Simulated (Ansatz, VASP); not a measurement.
AlN: VASP beside Ansatz

File INCAR:

```
SYSTEM = AlN
ALGO = Normal
EDIFF = 1E-7
ENCUT = 520
GGA = PE
ISIF = 2
ISMEAR = 0
LASPH = .True.
LCHARG = .False.
LREAL = .False.
LWAVE = .False.
NBANDS = 26
NELM = 80
PREC = Accurate
SIGMA = 0.05
```

KPOINTS

```
k-points
0
Gamma
  8 6 4
  0 0 0
```

Contents of POSCAR:

```
AlN
1.0
   -1.6567491617      2.8695737234      0.0000000000
    0.0000000000      0.0000000000      4.1874629526
    4.9702474850      2.8695737234      0.0000000000
Al N
4 4
Direct
    0.6229028543      0.7500000000      0.1315817339
    0.0000000000      0.7500000000      0.6666666667
    0.0000000000      0.2500000000      0.3333333333
    0.5000000000      0.2500000000      0.8333333333
    0.5000000000      0.2500000000      0.1666666667
    0.0000000000      0.2500000000      0.6666666667
    0.0000000000      0.7500000000      0.3333333333
    0.5000000000      0.7500000000      0.8333333333
```

Input for Ansatz:

```yaml
crystal:
  lattice:
    - [-1.6567491617, 2.8695737234, 0.0]
    - [0.0, 0.0, 4.1874629526]
    - [4.970247485, 2.8695737234, 0.0]
  atoms:
    - { symbol: Al, position: [0.6229028543, 0.75, 0.1315817339] }
    - { symbol: Al, position: [0.0, 0.75, 0.6666666667] }
    - { symbol: Al, position: [0.0, 0.25, 0.3333333333] }
    - { symbol: Al, position: [0.5, 0.25, 0.8333333333] }
    - { symbol: "N", position: [0.5, 0.25, 0.1666666667] }
    - { symbol: "N", position: [0.0, 0.25, 0.6666666667] }
    - { symbol: "N", position: [0.0, 0.75, 0.3333333333] }
    - { symbol: "N", position: [0.5, 0.75, 0.8333333333] }
basis:
  ecutwfc: 420
kpoints:
  mp_grid: { grid: [8, 6, 4] }
hamiltonian:
  xc: pbe
  pseudopotentials: { kind: paw, azcp: { folder: soft_1 } }
scf:
  occupations: { method: gaussian, width: 0.05 }
output:
  forces: true
  stress: true
  eigenvalues: true
```

Alike in both runs: task single point; functional PBE; k mesh 8 × 6 × 4; occupations gaussian, width 0.05 eV; no spin polarisation.

```csv
,VASP,Ansatz
version,VASP 6.6.1,Ansatz 0.2.0
potentials or method,"VASP PAW PBE potentials, release 64 (Al, N), cutoff 520 eV","scalar-relativistic, plane waves, PAW"
valence electrons in the cell,32,32
```

VASP gave:

| Item | Value |
| --- | --- |
| gap on the k mesh at the Fermi level (eV) | 2.74 |
| least direct gap on the mesh (eV) | 2.74 |
| pressure (GPa) | 5.2 |
| traceless stress, the component that is largest in VASP (GPa) | 7.44 |
| rms of the force components (eV/Å) | 1.332 |

**Question.** Which values does Ansatz return?

**Answer.** gap on the k mesh at the Fermi level (eV): 2.74; least direct gap on the mesh (eV): 2.74; pressure (GPa): 5.3; traceless stress, the component that is largest in VASP (GPa): 7.43; rms of the force components (eV/Å): 1.324.

Atom by atom the forces differ by 0.010 eV/Å (rms over components).
